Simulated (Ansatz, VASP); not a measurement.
# Two plane-wave programs on TiAl3

```
Ti Al
1.0
     2.83968    0.00000    0.00000
     0.00000    4.68126    0.00000
     0.00000    0.00000    4.90074
Ti Al
1 3
Direct
  0.00000 0.50000 0.16592
  0.50000 0.50000 0.66727
  0.50000 0.00000 0.33091
  0.00000 0.00000 0.83590
```

Alike in both runs: task single point; functional PBE; k mesh 14 × 10 × 10; occupations fermi-dirac, width 0.02 eV; no spin polarisation.

|  | VASP | Ansatz |
| --- | --- | --- |
| version | VASP 6.6.1 | Ansatz 0.2.0 |
| potentials or method | VASP PAW PBE potentials, release 64 (Ti_sv, Al), cutoff 520 eV | scalar-relativistic, plane waves, PAW |
| valence electrons in the cell | 21 | 21 |

```tsv
	VASP	Ansatz	Ansatz less VASP
gap on the k mesh at the Fermi level (eV)	none	none	-
pressure (GPa)	-0.1	-0.1	+0.08
traceless stress, the component that is largest in VASP (GPa)	-1.40	-1.39	+0.012
rms of the force components (eV/Å)	0.016	0.016	-0.0002
```

Atom by atom the forces differ by 0.000 eV/Å (rms over components). A gap of «none» marks a metal or a gap that the smearing closes. With one functional, cell and mesh, what is left measures potentials, basis and numerics.
